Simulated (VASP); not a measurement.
Set up this calculation in VASP 6.6.1, as the native input.

```yaml
Task: single point
Functional: PBE
Potentials_or_basis: VASP PAW PBE potentials, release 64 (W_sv, C)
Cutoff: 520 eV
k_mesh: 10 × 10 × 9
Occupations: gaussian, width 0.05 eV
Spin: no spin polarisation
Dipole_correction: no
Further_INCAR_settings: ALGO = Normal; EDIFF = 1e-06; NBANDS = 16
```

The structure of WC (Qusongite) lies in POSCAR:

```
WC
1.0
    2.9065000000      0.0000000000      0.0000000000
   -1.4532500000      2.5171028361      0.0000000000
    0.0000000000      0.0000000000      2.8366000000
W C
1 1
Direct
    0.0000000000      0.0000000000      0.0000000000
    0.6666666667      0.3333333333      0.5000000000
```

The input as run:

INCAR

```
SYSTEM = WC
ALGO = Normal
EDIFF = 1E-6
ENCUT = 520
GGA = PE
ISIF = 2
ISMEAR = 0
LASPH = .True.
LCHARG = .True.
LELF = .True.
LREAL = .False.
LVHAR = .True.
LWAVE = .False.
NBANDS = 16
NELM = 60
PREC = Accurate
SIGMA = 0.05
```

KPOINTS

```
k-points
0
Gamma
  10 10 9
  0 0 0
```

Potentials or basis: VASP PAW PBE potentials, release 64 (W_sv, C).

Run with:

```sh
$ cat potpaw_PBE.64/W_sv/POTCAR potpaw_PBE.64/C/POTCAR > POTCAR
$ mpirun -np 1 vasp_std > vasp.out
```

It gave:

```yaml
Pressure: 6.7 GPa
Band_gap_on_the_k_mesh: zero (band 9 reaches 11.73 eV, above the bottom of band 10 at 10.54 eV)
```

Caveat: spin-orbit coupling is left out, which moves the levels of the heavy elements.

Run time: 21 s on 1 thread of Intel(R) Xeon(R) Platinum 8488C (Sapphire Rapids), on a shared host, peak memory 0.15 GiB.
